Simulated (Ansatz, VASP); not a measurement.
## Li: VASP beside Ansatz

```
Li
1.0
    -1.75465    1.75465    1.75465
     1.75465   -1.75465    1.75465
     1.75465    1.75465   -1.75465
Li
1
Direct
  0.00000 0.00000 0.00000
```

Alike in both runs: task single point; functional PBE; dispersion D4; k mesh 11 × 11 × 11; occupations fermi-dirac, width 0.01 eV; collinear spin.

|  | VASP | Ansatz |
| --- | --- | --- |
| version | VASP 6.6.1 | Ansatz 0.2.0 |
| potentials or method | VASP PAW PBE potentials, release 64 (Li_sv) | PseudoDojo stringent (PBE files) |
| plane-wave cutoff (eV) | 520 | 1306 |
| valence electrons in the cell | 3 | 3 |

```tsv
	VASP	Ansatz	Ansatz less VASP
gap on the k mesh at the Fermi level (eV)	none	none	-
net moment per atom (μB)	0.02	0.02	-0.004
```

A gap of «none» marks a metal or a gap that the smearing closes.

Noted on VASP's run: the cutoff is short for stress, so the pressure is rough.
